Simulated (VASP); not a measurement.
# Gd (Fm-3m) in VASP: further runs

Runs on Gd. Level: PBE. Tasks: single point, relaxation of cell and atoms.

Everything below comes from runs of VASP 6.6.1. Logs are shortened: lines on timing, memory, paths and dates and some standing lists are left out, and cuts for length are marked.

## (1) The cell of the first run

Symmetry: Fm-3m, No. 225, cubic system. The conventional cell has a = 4.560 Å, b = 4.560 Å, c = 4.560 Å, α = 90.00°, β = 90.00°, γ = 90.00°. Gd (site symmetry m-3m) has 12 Gd at 3.22 Å within 4.2 Å.

This isn't the form of Gd at room conditions, which is hcp.

## (2) Single point, PBE, collinear spin, ferromagnetic start

INCAR

```
SYSTEM = Gd
PREC = Accurate
ENCUT = 520
EDIFF = 1E-6
ISMEAR = -1
SIGMA = 0.08
LREAL = .FALSE.
LASPH = .TRUE.
NELM = 150
ALGO = Normal
ISIF = 2
LWAVE = .FALSE.
LCHARG = .FALSE.
ISPIN = 2
MAGMOM = 7
LORBIT = 11
LMAXMIX = 6
GGA = PE
NBANDS = 19
```

KPOINTS

```
regular mesh
0
G
  15 15 15
  0 0 0
```

POSCAR

```
Gd
1.0
    0.0000000000      2.2797618471      2.2797618471
    2.2797618471      0.0000000000      2.2797618471
    2.2797618471      2.2797618471      0.0000000000
Gd
1
Direct
    0.0000000000      0.0000000000      0.0000000000
```

Potentials or basis: VASP PAW PBE potentials, release 64 (Gd).

On the command line:

```bash
> cat potpaw_PBE.64/Gd/POTCAR > POTCAR
> mpirun -np 1 vasp_std > vasp.out
```

OUTCAR:

```text
SYSTEM = Gd
   PREC = Accurate
   ENCUT = 520
   EDIFF = 1E-6
   ISMEAR = -1
   LREAL = .FALSE.
   LASPH = .TRUE.
   NELM = 150
   ISIF = 2
   ISPIN = 2
   LORBIT = 11
   GGA = PE

 ion  position               nearest neighbor table
   1  0.000  0.000  0.000-

  LATTYP: Found a face centered cubic cell.
 ALAT       =     4.5595236942

  Lattice vectors:

 A1 = (   0.0000000000,   2.2797618471,   2.2797618471)
 A2 = (   2.2797618471,   0.0000000000,   2.2797618471)
 A3 = (   2.2797618471,   2.2797618471,   0.0000000000)

Analysis of symmetry for initial positions (statically):
=====================================================================
 Subroutine PRICEL returns:
 Original cell was already a primitive cell.

 Routine SETGRP: Setting up the symmetry group for a
 face centered cubic supercell.

 Subroutine GETGRP returns: Found 48 space group operations
 (whereof 48 operations were pure point group operations)
 out of a pool of 48 trial point group operations.

The static configuration has the point symmetry O_h .

Analysis of symmetry for dynamics (positions and initial velocities):
=====================================================================
 Subroutine PRICEL returns:
 Original cell was already a primitive cell.

 Routine SETGRP: Setting up the symmetry group for a
 face centered cubic supercell.

 Subroutine GETGRP returns: Found 48 space group operations
 (whereof 48 operations were pure point group operations)
 out of a pool of 48 trial point group operations.

The dynamic configuration has the point symmetry O_h .

Analysis of structural, dynamic, and magnetic symmetry:
=====================================================================
 Subroutine PRICEL returns:
 Original cell was already a primitive cell.

 Routine SETGRP: Setting up the symmetry group for a
 face centered cubic supercell.

 Subroutine GETGRP returns: Found 48 space group operations
 (whereof 48 operations were pure point group operations)
 out of a pool of 48 trial point group operations.

The overall configuration has the point symmetry O_h .

 Subroutine INISYM returns: Found 48 space group operations
 (whereof 48 operations are pure point group operations),
 and found     1 'primitive' translations

----------------------------------------------------------------------------------------

                                     Primitive cell

  volume of cell :      23.6973

  direct lattice vectors                    reciprocal lattice vectors
     0.000000000  2.279761847  2.279761847    -0.219321154  0.219321154  0.219321154
[... 99 lines left out ...]
   ISMEAR =    -1;   SIGMA  =   0.08  broadening in eV -4-tet -1-fermi 0-gaus
   EFERMI_NEDOS =   21; number of points for ismear=-14 and -15
   IALGO  =     38    algorithm
   IMIX   =      4    mixing-type and parameters
     AMIX     =   0.40;   BMIX     =  1.00
     AMIX_MAG =   1.60;   BMIX_MAG =  1.00
  volume/ion in A,a.u.               =      23.70       159.92
  Fermi-wavevector in a.u.,A,eV,Ry     =   1.493710  2.822702 30.356891  2.231169
  Thomas-Fermi vector in A             =   2.606075
   LORBIT       =     11    0 simple, 1 ext, 2 COOP (PROOUT), +10 PAW based schemes
   GGA     = PE    functional components
   LHFCALC =     F    Hartree Fock is set to
   AEXX    =    0.0000 exact exchange contribution
   IVDW    =     0    specifies the selected vdW correction
   LEPSILON=     F    determine dielectric tensor
   LRPA    =     F    only Hartree local field effects (RPA)
 spin polarized calculation
  energy-cutoff  :      520.00
  volume of cell :       23.70
 maximum number of plane-waves:       650
   NGX = 11   NGY = 11   NGZ = 11

 number of electron      17.9999999 magnetization       7.2321637

 Free energy of the ion-electron system (eV)
  ---------------------------------------------------
  ext. energy  EPLUGINS =         0.00000000
  ---------------------------------------------------
  free energy    TOTEN  =       -11.26021248 eV

  energy without entropy =      -11.22895382  energy(sigma->0) =      -11.24458315

 E-fermi :   4.7554     XC(G=0): -11.5789

 val. band max:        4.7553433678   @ k =   0.4000   0.2000   0.0000
 cond. band min:       4.7569479993   @ k =  -0.2667   0.2667   0.0667
 fundamental gap:      0.0016046315
 Fermi energy:         4.7553507802

 spin component 1

 k-point     1 :       0.0000    0.0000    0.0000
  band No.  band energies     occupation
      1     -40.0523      1.00000
      2     -16.5224      1.00000
      3     -16.5224      1.00000
      4     -16.5224      1.00000
      5      -0.4742      1.00000
      6       0.3167      1.00000
[... 517 lines left out ...]
     18      17.9207      0.00000
     19      18.5190      0.00000

 [... further k-points ...]

 spin component 2

 k-point     1 :       0.0000    0.0000    0.0000
  band No.  band energies     occupation
      1     -36.9443      1.00000
      2     -14.1728      1.00000
      3     -14.1728      1.00000
      4     -14.1728      1.00000
      5       0.3609      1.00000
      6       5.2677      0.00165
[... 517 lines left out ...]
     18      18.8489      0.00000
     19      19.4329      0.00000

 [... further k-points ...]

------------------------ aborting loop because EDIFF is reached ----------------------------------------

  FORCE on cell =-STRESS in cart. coord.  units (eV):
  Direction    XX          YY          ZZ          XY          YZ          ZX
  --------------------------------------------------------------------------------------
  -------------------------------------------------------------------------------------
  Total        2.6907400      2.6907400      2.6907400      0.0000000     -0.0000000      0.0000000
  in kB      181.9214390    181.9214390    181.9214390      0.0000000     -0.0000000      0.0000000
  external PRESSURE =     181.9214390 kB  Pullay stress =       0.0000000 kB

 VOLUME and BASIS-vectors are now :
 -----------------------------------------------------------------------------
  energy-cutoff  :      520.00
  volume of cell :       23.70
      direct lattice vectors                 reciprocal lattice vectors
     0.000000000  2.279761847  2.279761847    -0.219321154  0.219321154  0.219321154
     2.279761847  0.000000000  2.279761847     0.219321154 -0.219321154  0.219321154
     2.279761847  2.279761847  0.000000000     0.219321154  0.219321154 -0.219321154

 POSITION                                       TOTAL-FORCE (eV/Angst)
 -----------------------------------------------------------------------------------
      0.00000      0.00000      0.00000        -0.000000     -0.000000     -0.000000
 -----------------------------------------------------------------------------------
    total drift:                               -0.000000      0.000000      0.000000

  FREE ENERGIE OF THE ION-ELECTRON SYSTEM (eV)
  ---------------------------------------------------
  free  energy   TOTEN  =       -11.2602124817 eV

  energy  without entropy=      -11.2289538184  energy(sigma->0) =      -11.24458315

 total charge

# of ion       s       p       d       f       tot
--------------------------------------------------
    1        2.094   5.535   0.801   6.992  15.422

 magnetization (x)

# of ion       s       p       d       f       tot
--------------------------------------------------
    1        0.008  -0.052   0.134   6.766   6.857
```

OSZICAR:

```text
N       E                     dE             d eps       ncg     rms          rms(c)
DAV:   1     0.888103194544E+02    0.88810E+02   -0.62501E+03 11537   0.488E+03
DAV:   2     0.365355584162E+01   -0.85157E+02   -0.74307E+02 11346   0.334E+02
DAV:   3    -0.780005284741E+01   -0.11454E+02   -0.11101E+02 13594   0.977E+01
[... 17 lines left out ...]
DAV:  21    -0.112601965246E+02    0.13325E-03   -0.90457E-04 11934   0.870E-01    0.127E-01
DAV:  22    -0.112602183890E+02   -0.21864E-04   -0.17573E-04 17762   0.192E-01    0.381E-01
DAV:  23    -0.112602155200E+02    0.28690E-05   -0.20838E-05 15909   0.801E-02    0.886E-02
DAV:  24    -0.112602124727E+02    0.30473E-05   -0.92172E-06 12016   0.924E-02    0.113E-01
DAV:  25    -0.112602124817E+02   -0.89913E-08   -0.79629E-07  6919   0.314E-02
   1 F= -.11260212E+02 E0= -.11244583E+02  d E =-.312587E-01  mag=     7.2322
```

Run time: 5.2 min. Hardware: 1 thread of Intel Xeon 8259CL, shared host; peak memory 0.23 GiB.

What came out:

```yaml
Free_energy: -11.2602 eV
Pressure: 18.2 GPa
Net_moment: 7.23 μB per cell
Site_moments: Gd +6.86 μB
Valence_electrons_inside_the_program's_atomic_spheres: Gd 15.42
```

Caveat: the cell stands under pressure; spin-orbit coupling is left out, which moves the levels of the heavy elements; semilocal functionals describe open f shells poorly, which spoils levels, moments and volumes.

## (3) Single point, PBE, collinear spin, ferromagnetic start

INCAR

```
ALGO = Normal
EDIFF = 1E-7
ENCUT = 520
GGA = PE
ISIF = 2
ISMEAR = -1
ISPIN = 2
LASPH = T
LCHARG = F
LMAXMIX = 6
LORBIT = 11
LREAL = F
LWAVE = F
MAGMOM = 7
NBANDS = 19
NELM = 150
PREC = Accurate
SIGMA = 0.08
```

KPOINTS

```
k-points
0
Gamma
  15 15 15
```

POSCAR is that of step 2.

Potentials or basis: VASP PAW PBE potentials, release 64 (Gd).

On the command line:

```bash
> cat potpaw_PBE.64/Gd/POTCAR > POTCAR
> mpirun -np 1 vasp_std > vasp.out
```

It took 4.9 min on 1 thread of Intel Xeon 8259CL, shared host; peak memory 0.23 GiB.

It converged, with:

```yaml
Free_energy: -11.2602 eV
Pressure: 18.2 GPa
Net_moment: 7.23 μB per cell
Site_moments: Gd +6.86 μB
Valence_electrons_inside_the_program's_atomic_spheres: Gd 15.42
```

Levels at points of the mesh, in eV from the Fermi level:
Spin up:
| k point | band 9 | band 10 | band 11 | band 12 | band 13 | band 14 | band 15 | band 16 | band 17 | band 18 |
| --- | --- | --- | --- | --- | --- | --- | --- | --- | --- | --- |
| (0.00, 0.00, 0.00) | -4.27 | -4.02 | -4.02 | -4.02 | 1.64 | 1.64 | 1.64 | 4.94 | 4.94 | 10.54 |
Spin down:
```tsv
k point	band 2	band 3	band 4	band 5	band 6	band 7	band 8	band 9
(0.00, 0.00, 0.00)	-18.93	-18.93	-18.93	-4.39	0.51	0.94	0.94	0.94
```

Caveat: the cell stands under pressure; spin-orbit coupling is left out, which moves the levels of the heavy elements; semilocal functionals describe open f shells poorly, which spoils levels, moments and volumes. The state reached can hang on the start; a lower one may exist.

## (4) Relaxation of cell and atoms, PBE, collinear spin, ferromagnetic start, target pressure 18 GPa, at which the enthalpy is minimised

INCAR

```
SYSTEM = Gd
ALGO = Normal
EDIFF = 1E-6
EDIFFG = -0.005
ENCUT = 600
GGA = PE
IBRION = 2
ISIF = 3
ISMEAR = -1
ISPIN = 2
LASPH = .TRUE.
LCHARG = .FALSE.
LMAXMIX = 6
LORBIT = 11
LREAL = .FALSE.
LWAVE = .FALSE.
MAGMOM = 7
NELM = 150
NSW = 60
PREC = Accurate
PSTRESS = 180.0
SIGMA = 0.08
```

KPOINTS

```
k-points
0
G
  15 15 15
  0 0 0
```

POSCAR is that of step 3.

On the command line:

```bash
> cat potpaw_PBE.64/Gd/POTCAR > POTCAR
> mpirun -np 1 vasp_std > vasp.out
```

It took 37 min on 1 thread of Intel Xeon 8259CL, shared host; peak memory 0.28 GiB.

Results (log left out):

```yaml
Free_energy: -11.2664 eV
Relaxed_volume: 23.73 Å³/atom
Relaxed_cell: a = 3.226 Å, b = 3.226 Å, c = 3.226 Å, α = 60.00°, β = 60.00°, γ = 60.00°
Space_group_after_relaxing_to_0.1_Å: Fm-3m (No. 225)
Energy_change_on_relaxing_the_run_minimises_the_enthalpy: -3.9 meV/atom
Ionic_steps: 13
Pressure_after_relaxing: 18.0 GPa
Net_moment: 7.23 μB per cell
Site_moments: Gd +6.86 μB
Valence_electrons_inside_the_program's_atomic_spheres: Gd 15.42
```

The path:
```tsv
step	energy change (eV)	largest force (eV/Å)	pressure (GPa)	volume (Å³)
1	0.0000	0.0000	18.28	23.70
2	-0.0157	0.0000	17.65	23.84
3	-0.0070	0.0000	18.12	23.76
4	-0.0092	0.0000	18.27	23.78
5	-0.0125	0.0000	17.83	23.81
6	-0.0112	0.0000	17.77	23.80
7	-0.0102	0.0000	17.66	23.79
8	-0.0097	0.0000	17.83	23.78
9	-0.0095	0.0000	17.95	23.78
10	-0.0068	0.0000	17.32	23.76
11	0.0014	0.0000	18.27	23.69
12	-0.0010	0.0000	18.51	23.71
13	-0.0039	0.0000	17.97	23.73
```

Final structure:
```xyz
1
Lattice="0.0000 2.2809 2.2809 2.2809 0.0000 2.2809 2.2809 2.2809 0.0000" Properties=species:S:1:pos:R:3 pbc="T T T"
Gd    0.0000    0.0000    0.0000
```

Levels at points of the mesh, in eV from the Fermi level:
Spin up:
```csv
k point,band 11,band 12,band 13,band 14,band 15,band 16
"(0.00, 0.00, 0.00)",-4.03,-4.03,1.64,1.64,1.64,4.93
```
Spin down:
```csv
k point,band 3,band 4,band 5,band 6,band 7,band 8
"(0.00, 0.00, 0.00)",-18.94,-18.94,-4.40,0.52,0.95,0.95
```

Caveat: the cell is relaxed towards a set pressure, so the run minimises the enthalpy, not the energy; spin-orbit coupling is left out, which moves the levels of the heavy elements; semilocal functionals describe open f shells poorly, which spoils levels, moments and volumes.
